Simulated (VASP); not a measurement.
Wanted: the native input for a VASP 6.6.1 run.

```
Task                   : single point
Functional             : PBEsol
Potentials or basis    : VASP PAW PBE potentials, release 64 (Be)
Cutoff                 : 520 eV
k mesh                 : 13 × 13 × 8
Occupations            : fermi-dirac, width 0.05 eV
Spin                   : no spin polarisation
Dipole correction      : no
Further INCAR settings : ALGO = Normal; EDIFF = 1e-07; NBANDS = 9
```

The structure of Be lies in POSCAR:

```
Be
1.0
    2.1237208432      0.0000000000      0.0000000000
   -1.0618604216      1.8391962008      0.0000000000
    0.0000000000      0.0000000000      3.3550363910
Be
2
Direct
    0.6666666667      0.3333333333      0.7500000000
    0.3333333333      0.6666666667      0.2500000000
```

The input as run:

INCAR

```
SYSTEM = Be
  ALGO = Normal
  EDIFF = 1E-7
  ENCUT = 520
  GGA = PS
  ISIF = 2
  ISMEAR = -1
  LASPH = .TRUE.
  LCHARG = .FALSE.
  LREAL = .FALSE.
  LWAVE = .FALSE.
  NBANDS = 9
  NELM = 60
  PREC = Accurate
  SIGMA = 0.05
```

KPOINTS

```
k-points
0
G
  13 13 8
  0 0 0
```

Potentials or basis: VASP PAW PBE potentials, release 64 (Be).

Run with:

```console
$ cat potpaw_PBE.64/Be/POTCAR > POTCAR
$ mpirun -np 1 vasp_std > vasp.out
```

It gave:

The pressure is 30.6 GPa. The band gap on the k mesh is zero (band 2 reaches 9.81 eV, above the bottom of band 3 at 8.12 eV).

Caveat: the PAW data sets were made with another functional, which shifts forces and pressure a little.

Wall time 9.7 s on 1 thread of Intel Xeon 8259CL, on a shared host, peak memory 0.12 GiB.
